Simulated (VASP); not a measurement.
Be16N (a cell with a defect), 17 atoms in the cell. The cell holds a defect, 17 atoms: a = 4.580 Å, b = 3.966 Å, c = 7.177 Å, α = 90.00°, β = 90.00°, γ = 90.00°. 

| Item | Value |
| --- | --- |
| Program | VASP 6.6.1 |
| Task | single point |
| Functional | PBE |
| Potentials or basis | VASP PAW PBE potentials, release 64 (Be, N) |
| Cutoff | 520 eV |
| k mesh | 5 × 6 × 4 |
| Occupations | fermi-dirac, width 0.1 eV |
| Spin | no spin polarisation |
| Dipole correction | no |
| Further INCAR settings | LREAL = Auto; ALGO = Normal; EDIFF = 1e-06; NBANDS = 32 |

Potentials or basis: VASP PAW PBE potentials, release 64 (Be, N).

Command:

```sh
$ cat potpaw_PBE.64/Be/POTCAR potpaw_PBE.64/N/POTCAR > POTCAR
$ mpirun -np 1 vasp_std > vasp.out
```

Hardware: 1 thread of Intel(R) Xeon(R) Platinum 8259CL CPU @ 2.50GHz (Skylake/Cascade Lake), with other jobs on the host.

Question: Estimate the wall time of this run.

Answer: It took 5.3 min on 1 thread of Intel(R) Xeon(R) Platinum 8259CL CPU @ 2.50GHz (Skylake/Cascade Lake), with other jobs on the host, peak memory 0.33 GiB. Counts: scf iterations 15, k points 62.
